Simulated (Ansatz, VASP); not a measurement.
## WSe: VASP beside Ansatz

```
W Se
1.0
     0.00000    2.61532    2.61532
     2.61532    0.00000    2.61532
     2.61532    2.61532    0.00000
W Se
1 1
Direct
  0.00000 0.00000 0.00000
  0.50000 0.50000 0.50000
```

Alike in both runs: functional PBE; k mesh 18 × 18 × 18; occupations gaussian, width 0.1 eV; no spin polarisation.

Ansatz relaxed the structure, and its values are those at the end. VASP's run is a single point on that final structure, the one shown.

|  | VASP | Ansatz |
| --- | --- | --- |
| version | VASP 6.6.1 | Ansatz 0.2.0 |
| potentials or method | VASP PAW PBE potentials, release 64 (W_sv, Se), cutoff 520 eV | scalar-relativistic, plane waves, PAW |
| valence electrons in the cell | 20 | 30 |

VASP gave:

- gap on the k mesh at the Fermi level (eV): none
- pressure (GPa): 0.3

**Question.** What did Ansatz give for the same quantities?

**Answer.** gap on the k mesh at the Fermi level (eV): none; pressure (GPa): 0.0.

A gap of «none» marks a metal or a gap that the smearing closes. The functional is the same, so the differences come from potentials, cutoffs and numerics. VASP's potentials hold 20 valence electrons a cell and Ansatz's 30, so a difference there can come from the potentials and not from the codes.

Spin-orbit coupling is off throughout.
